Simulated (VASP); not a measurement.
# P (P4mm) in VASP: single point with PBEsol+D4

Aim: the single point of P with PBEsol+D4.

Everything below comes from runs of VASP 6.6.1. Logs are shortened: lines on timing, memory, paths and dates and some standing lists are left out, and cuts for length are marked.

## 1. The cell of the first run

It takes space group P4mm (No. 99, tetragonal). The conventional cell has a = 3.605 Å, b = 3.605 Å, c = 7.845 Å, α = 90.00°, β = 90.00°, γ = 90.00°. Within 3.7 Å of P (site symmetry 2mm) lie 10 P at 2.55 to 3.60 Å. Within 4.6 Å of P (site symmetry 4mm) lie 8 P at 3.49 to 3.60 Å.

## 2. Single point, PBEsol+D4

The input, INCAR:

```
PREC     = Accurate       # precision mode
ENCUT    = 520            # plane-wave cutoff, eV
EDIFF    = 1E-6           # SCF threshold, eV
ISMEAR   = -1             # smearing method
SIGMA    = 0.1            # smearing width, eV
LREAL    = False          # projectors in reciprocal space
LASPH    = True           # aspherical terms in the spheres
NELM     = 60             # most SCF steps
ALGO     = Normal         # electronic algorithm
ISIF     = 2              # what is computed and relaxed
LWAVE    = False          # write WAVECAR
LCHARG   = False          # write CHGCAR
GGA      = PS             # functional
IVDW     = 13             # dispersion correction
NBANDS   = 14             # bands
```

The input, KPOINTS:

```
Automatic mesh
0
Gamma
  7 7 3
```

The input, POSCAR:

```
P
1.0
    3.6045837400      0.0000000000      0.0000000000
    0.0000000000      3.6045837400      0.0000000000
    0.0000000000      0.0000000000      7.8450805500
P
3
Direct
    0.5000000000      0.0000000000      0.9983087900
    0.0000000000      0.5000000000      0.9983087900
    0.0000000000      0.0000000000      0.3792572500
```

Potentials or basis: VASP PAW PBE potentials, release 64 (P).

On the command line:

```
$ cat potpaw_PBE.64/P/POTCAR > POTCAR
$ mpirun -np 1 vasp_std > vasp.out
```

OUTCAR:

```text
PREC = Accurate
   ENCUT = 520
   EDIFF = 1E-6
   ISMEAR = -1
   LREAL = False
   LASPH = True
   NELM = 60
   ISIF = 2
   GGA = PS
   IVDW = 13

 ion  position               nearest neighbor table
   1  0.500  0.000  0.998-   2 2.55   2 2.55   2 2.55   2 2.55
   2  0.000  0.500  0.998-   1 2.55   1 2.55   1 2.55   1 2.55
   3  0.000  0.000  0.379-

  LATTYP: Found a simple tetragonal cell.
 ALAT       =     3.6045837400
 C/A-ratio  =     2.1764178934

  Lattice vectors:

 A1 = (   3.6045837400,   0.0000000000,   0.0000000000)
 A2 = (   0.0000000000,   3.6045837400,   0.0000000000)
 A3 = (   0.0000000000,   0.0000000000,   7.8450805500)

Analysis of symmetry for initial positions (statically):
=====================================================================
 Subroutine PRICEL returns:
 Original cell was already a primitive cell.

 Routine SETGRP: Setting up the symmetry group for a
 simple tetragonal supercell.

 Subroutine GETGRP returns: Found  8 space group operations
 (whereof  8 operations were pure point group operations)
 out of a pool of 16 trial point group operations.

The static configuration has the point symmetry C_4v.

Analysis of symmetry for dynamics (positions and initial velocities):
=====================================================================
 Subroutine PRICEL returns:
 Original cell was already a primitive cell.

 Routine SETGRP: Setting up the symmetry group for a
 simple tetragonal supercell.

 Subroutine GETGRP returns: Found  8 space group operations
 (whereof  8 operations were pure point group operations)
 out of a pool of 16 trial point group operations.

The dynamic configuration has the point symmetry C_4v.

 Subroutine INISYM returns: Found  8 space group operations
 (whereof  8 operations are pure point group operations),
 and found     1 'primitive' translations

----------------------------------------------------------------------------------------

                                     Primitive cell

  volume of cell :     101.9313

  direct lattice vectors                    reciprocal lattice vectors
     3.604583740  0.000000000  0.000000000     0.277424544  0.000000000  0.000000000
     0.000000000  3.604583740  0.000000000     0.000000000  0.277424544  0.000000000
     0.000000000  0.000000000  7.845080550     0.000000000  0.000000000  0.127468417

  length of vectors
     3.604583740  3.604583740  7.845080550     0.277424544  0.277424544  0.127468417

  position of ions in fractional coordinates (direct lattice)
     0.500000000  0.000000000  0.998308790
     0.000000000  0.500000000  0.998308790
     0.000000000  0.000000000  0.379257250

  ion indices of the primitive-cell ions
   primitive index   ion index
                 1           1
                 2           2
                 3           3

----------------------------------------------------------------------------------------

 KPOINTS: Automatic mesh

Automatic generation of k-mesh.
 Grid dimensions read from file:
 generate k-points for:    7    7    3

 Generating k-lattice:

  Cartesian coordinates                     Fractional coordinates (reciprocal lattice)
     0.039632078  0.000000000  0.000000000     0.142857143  0.000000000  0.000000000
     0.000000000  0.039632078  0.000000000     0.000000000  0.142857143  0.000000000
     0.000000000  0.000000000  0.042489472     0.000000000  0.000000000  0.333333333

  Length of vectors
     0.039632078  0.039632078  0.042489472

  Shift w.r.t. Gamma in fractional coordinates (k-lattice)
     0.000000000  0.000000000  0.000000000

 Subroutine IBZKPT returns following result:
 ===========================================

 Found     20 irreducible k-points:

 Following reciprocal coordinates:
            Coordinates               Weight
  0.000000  0.000000  0.000000      1.000000
  0.142857  0.000000  0.000000      4.000000
  0.285714  0.000000  0.000000      4.000000
  0.428571  0.000000  0.000000      4.000000
  0.142857  0.142857  0.000000      4.000000
  0.285714  0.142857  0.000000      8.000000
[... 12 lines left out ...]
  0.428571  0.285714  0.333333     16.000000
  0.428571  0.428571  0.333333      8.000000
   k-points           NKPTS =     20   k-points in BZ     NKDIM =     20   number of bands    NBANDS=     14
   number of dos      NEDOS =    301   number of ions     NIONS =      3
   total plane-waves  NPLWV =  47040
   dimension x,y,z NGX =    28 NGY =   28 NGZ =   60
   dimension x,y,z NGXF=    56 NGYF=   56 NGZF=  120
   ions per type =               3
   NGX,Y,Z   is equivalent  to a cutoff of  12.91, 12.91, 12.71 a.u.
   NGXF,Y,Z  is equivalent  to a cutoff of  25.83, 25.83, 25.43 a.u.
 SYSTEM =  unknown system
   PREC   = accura    normal or accurate (medium, high low for compatibility)
   ISTART =      0    job   : 0-new  1-cont  2-samecut
   ICHARG =      2    charge: 1-file 2-atom 10-const
   ISPIN  =      1    spin polarized calculation?
   LNONCOLLINEAR =      F non collinear calculations
   LSORBIT =      F    spin-orbit coupling
   LASPH  =      T    aspherical Exc in radial PAW
   ENCUT  =  520.0 eV  38.22 Ry    6.18 a.u.   6.70  6.70 14.59*2*pi/ulx,y,z
   NELM   =     60;   NELMIN=  2; NELMDL= -5     # of ELM steps
   EDIFF  = 0.1E-05   stopping-criterion for ELM
   LREAL  =      F    real-space projection
   EDIFFG = 0.1E-04   stopping-criterion for IOM
   NSW    =      0    number of steps for IOM
   IBRION =     -1    ionic relax: 0-MD 1-quasi-New 2-CG
   NFREE  =      0    steps in history (QN), initial steepest desc. (CG)
   ISIF   =      2    stress and relaxation
   ISYM   =      2    0-nonsym 1-usesym 2-fastsym
   POTIM  = 0.5000    time-step for ionic-motion
   TEBEG  =    0.0;   TEEND  =   0.0 temperature during run
   PSTRESS=    0.0 pullay stress
   NELECT =      15.0000    total number of electrons
   NUPDOWN=      -1.0000    fix difference up-down
   EMIN   =  10.00;   EMAX   =-10.00  energy-range for DOS
   EFERMI =   0.00;   METHOD = LEGACY
   ISMEAR =    -1;   SIGMA  =   0.10  broadening in eV -4-tet -1-fermi 0-gaus
   EFERMI_NEDOS =   21; number of points for ismear=-14 and -15
   IALGO  =     38    algorithm
   IMIX   =      4    mixing-type and parameters
     AMIX     =   0.40;   BMIX     =  1.00
     AMIX_MAG =   1.60;   BMIX_MAG =  1.00
  volume/ion in A,a.u.               =      33.98       229.29
  Fermi-wavevector in a.u.,A,eV,Ry     =   0.864310  1.633308 10.163976  0.747031
  Thomas-Fermi vector in A             =   1.982388
   LORBIT       =      0    0 simple, 1 ext, 2 COOP (PROOUT), +10 PAW based schemes
   GGA     = PS    functional components
   LHFCALC =     F    Hartree Fock is set to
   AEXX    =    0.0000 exact exchange contribution
   IVDW    =    13    specifies the selected vdW correction
   LEPSILON=     F    determine dielectric tensor
   LRPA    =     F    only Hartree local field effects (RPA)
 non-spin polarized calculation
  energy-cutoff  :      520.00
  volume of cell :      101.93
 maximum number of plane-waves:      2774
 NGX is ok and might be reduce to    28
   NGX = 13   NGY = 13   NGZ = 29

 number of electron      15.0000002 magnetization

 Free energy of the ion-electron system (eV)
  ---------------------------------------------------
  ext. energy  EPLUGINS =         0.00000000
  ---------------------------------------------------
  free energy    TOTEN  =       -12.41618502 eV

  energy without entropy =      -12.30103186  energy(sigma->0) =      -12.35860844

 E-fermi :   1.0008     XC(G=0):  -7.5080

 val. band max:        0.9936484761   @ k =   0.4286   0.2857   0.0000
 cond. band min:       1.0336523549   @ k =   0.1429   0.1429   0.0000
 fundamental gap:      0.0400038788
 Fermi energy:         1.0007757766

 k-point     1 :       0.0000    0.0000    0.0000
  band No.  band energies     occupation
      1     -12.1557      2.00000
      2      -8.4104      2.00000
      3      -3.9364      2.00000
      4      -2.8129      2.00000
      5      -2.0821      2.00000
      6      -2.0821      2.00000
      7       0.9241      1.36576
      8       2.1838      0.00001
      9       2.1838      0.00001
     10       3.5004      0.00000
     11       4.4528      0.00000
     12       5.3370      0.00000
     13       6.8002      0.00000
     14       6.8002      0.00000

 k-point     2 :       0.1429    0.0000    0.0000
  band No.  band energies     occupation
      1     -11.9449      2.00000
      2      -8.3074      2.00000
      3      -5.2215      2.00000
      4      -2.6273      2.00000
      5      -1.8754      2.00000
      6      -1.1390      2.00000
      7       0.9768      1.11927
      8       1.3750      0.04631
      9       2.2504      0.00001
     10       3.1051      0.00000
     11       5.1697      0.00000
     12       5.3585      0.00000
     13       5.6005      0.00000
     14       6.0481      0.00000

 k-point     3 :       0.2857    0.0000    0.0000
  band No.  band energies     occupation
      1     -11.3166      2.00000
      2      -8.0663      2.00000
      3      -7.0981      2.00000
      4      -2.0950      2.00000
      5      -1.2560      2.00000
      6      -0.1201      1.99997
      7       0.1004      1.99975
      8       1.1913      0.25905
      9       2.1157      0.00003
     10       2.3890      0.00000
     11       3.0650      0.00000
     12       4.3934      0.00000
     13       6.3950      0.00000
     14       7.7017      0.00000

 k-point     4 :       0.4286    0.0000    0.0000
  band No.  band energies     occupation
      1     -10.2852      2.00000
      2      -8.8842      2.00000
      3      -7.7679      2.00000
      4      -1.4300      2.00000
      5      -0.8657      2.00000
      6      -0.2278      1.99999
      7       0.4996      1.98676
      8       1.1991      0.24204
      9       1.2859      0.10928
     10       1.8308      0.00050
     11       2.5803      0.00000
     12       2.7945      0.00000
     13       7.4328      0.00000
     14       8.1804      0.00000

 k-point     5 :       0.1429    0.1429    0.0000
  band No.  band energies     occupation
      1     -11.7358      2.00000
      2      -8.2051      2.00000
      3      -5.6664      2.00000
      4      -2.9071      2.00000
      5      -2.4384      2.00000
      6       0.3748      1.99619
      7       1.0337      0.83708
      8       1.3984      0.03682
      9       1.4813      0.01624
     10       2.8907      0.00000
     11       3.2846      0.00000
[... 208 lines left out ...]
 k-point    18 :       0.2857    0.2857    0.3333
  band No.  band energies     occupation
      1     -10.5107      2.00000
      2      -7.7198      2.00000
      3      -7.3071      2.00000
      4      -4.1229      2.00000
      5      -1.3499      2.00000
      6      -0.9760      2.00000
      7       0.1863      1.99942
      8       0.4494      1.99197
      9       1.3032      0.09270
     10       1.9032      0.00024
     11       4.1374      0.00000
     12       6.5664      0.00000
     13       7.3638      0.00000
     14       7.9317      0.00000

 k-point    19 :       0.4286    0.2857    0.3333
  band No.  band energies     occupation
      1      -9.5476      2.00000
      2      -8.3389      2.00000
      3      -7.4726      2.00000
      4      -3.8875      2.00000
      5      -2.6940      2.00000
      6      -0.9473      2.00000
      7      -0.3301      2.00000
      8       0.6502      1.94171
      9       1.0687      0.67297
     10       1.6895      0.00204
     11       5.9160      0.00000
     12       6.5612      0.00000
     13       7.0558      0.00000
     14       7.3988      0.00000

 k-point    20 :       0.4286    0.4286    0.3333
  band No.  band energies     occupation
      1      -8.7547      2.00000
      2      -8.1537      2.00000
      3      -7.3132      2.00000
      4      -4.8164      2.00000
      5      -4.2451      2.00000
      6      -0.6258      2.00000
      7      -0.5019      2.00000
      8       0.6760      1.92520
      9       1.2636      0.13465
     10       1.4168      0.03072
     11       5.5609      0.00000
     12       6.5720      0.00000
     13       7.7969      0.00000
     14       7.9710      0.00000

------------------------ aborting loop because EDIFF is reached ----------------------------------------

  DFT-D4 for vdW energy calculation

  Edisp (eV):   -0.40301

  FORCE on cell =-STRESS in cart. coord.  units (eV):
  Direction    XX          YY          ZZ          XY          YZ          ZX
  --------------------------------------------------------------------------------------
  -------------------------------------------------------------------------------------
  Total      -9.02799    -9.02799    -3.97004     0.00000     0.00000     0.00000
  in kB    -141.90373  -141.90373   -62.40196     0.00000     0.00000     0.00000
  external pressure =     -115.40 kB  Pullay stress =        0.00 kB

 VOLUME and BASIS-vectors are now :
 -----------------------------------------------------------------------------
  energy-cutoff  :      520.00
  volume of cell :      101.93
      direct lattice vectors                 reciprocal lattice vectors
     3.604583740  0.000000000  0.000000000     0.277424544  0.000000000  0.000000000
     0.000000000  3.604583740  0.000000000     0.000000000  0.277424544  0.000000000
     0.000000000  0.000000000  7.845080550     0.000000000  0.000000000  0.127468417

 POSITION                                       TOTAL-FORCE (eV/Angst)
 -----------------------------------------------------------------------------------
      1.80229      0.00000      7.83181        -0.000000      0.000000      0.534728
      0.00000      1.80229      7.83181         0.000000      0.000000      0.534728
      0.00000      0.00000      2.97530         0.000000     -0.000000     -1.069456
 -----------------------------------------------------------------------------------
    total drift:                               -0.000000      0.000000      0.000368

  FREE ENERGIE OF THE ION-ELECTRON SYSTEM (eV)
  ---------------------------------------------------
  free  energy   TOTEN  =       -12.8191992183 eV

  energy  without entropy=      -12.7040460562  energy(sigma->0) =      -12.76162264
```

Run time: 37 s. Hardware: 1 thread of AMD EPYC 7R13, shared host; peak memory 0.17 GiB.

Results:

- Free energy: -12.8192 eV
- Pressure: -11.5 GPa
- Largest force: 1.069 eV/Å
- Band gap on the k mesh: zero (an odd number of electrons rules out a gap without spin polarisation)
- Dispersion energy per atom: -0.134 eV

Forces on the atoms (eV/Å):
```
P    0.000  0.000  0.535
P    0.000  0.000  0.535
P    0.000  0.000 -1.069
```

Levels at points of the mesh, in eV from the Fermi level:
| k point | band 5 | band 6 | band 7 | band 8 | band 9 | band 10 |
| --- | --- | --- | --- | --- | --- | --- |
| (0.00, 0.00, 0.00) | -3.08 | -3.08 | -0.08 | 1.18 | 1.18 | 2.50 |

Caveat: the cell stands under tension; the PAW data sets were made with another functional, which shifts forces and pressure a little.
